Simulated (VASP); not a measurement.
Hf: single point with PBE

Crystal: Hf.

```
Hf
1.0
     2.91397    0.00000    0.00000
     0.00000    2.91397    0.00000
     0.00000    0.00000    2.91397
Hf
1
Direct
  0.00000 0.00000 0.00000
```

The cell was built from a structure type or drawn by symmetry, and may not be a known phase.

| Quantity | Value |
| --- | --- |
| Program | VASP 6.6.1 |
| Task | single point |
| Functional | PBE |
| Potentials or basis | VASP PAW PBE potentials, release 64 (Hf_pv) |
| Cutoff | 520 eV |
| k mesh | 18 × 18 × 18 |
| Occupations | gaussian, width 0.1 eV |
| Spin | no spin polarisation |
| Dipole correction | no |
| Further INCAR settings | ALGO = Normal; EDIFF = 1e-06; NBANDS = 11 |

```json
{
  "Pressure": "-0.3 GPa",
  "Band gap on the k mesh": "zero (bands 5 and 6 overlap by 2.25 eV)"
}
```

Levels at points of the mesh, in eV from the Fermi level:
| k point | band 3 | band 4 | band 5 | band 6 | band 7 | band 8 |
| --- | --- | --- | --- | --- | --- | --- |
| (0.00, 0.00, 0.00) | -29.96 | -6.47 | -1.40 | -1.40 | 6.48 | 6.48 |
| (0.50, 0.00, 0.00) | -29.88 | -3.13 | -0.50 | -0.07 | 3.08 | 3.08 |
| (0.50, 0.50, 0.00) | -29.80 | -2.81 | -0.61 | 3.81 | 3.81 | 4.44 |
| (0.50, 0.50, 0.50) | -30.64 | -1.25 | -1.25 | -1.25 | 6.91 | 8.94 |

Run time: 13 s on 1 thread of Intel(R) Xeon(R) 6975P-C (Granite Rapids), on a shared host, peak memory 0.18 GiB.

Caveat: spin-orbit coupling is left out, which moves the levels of the heavy elements.
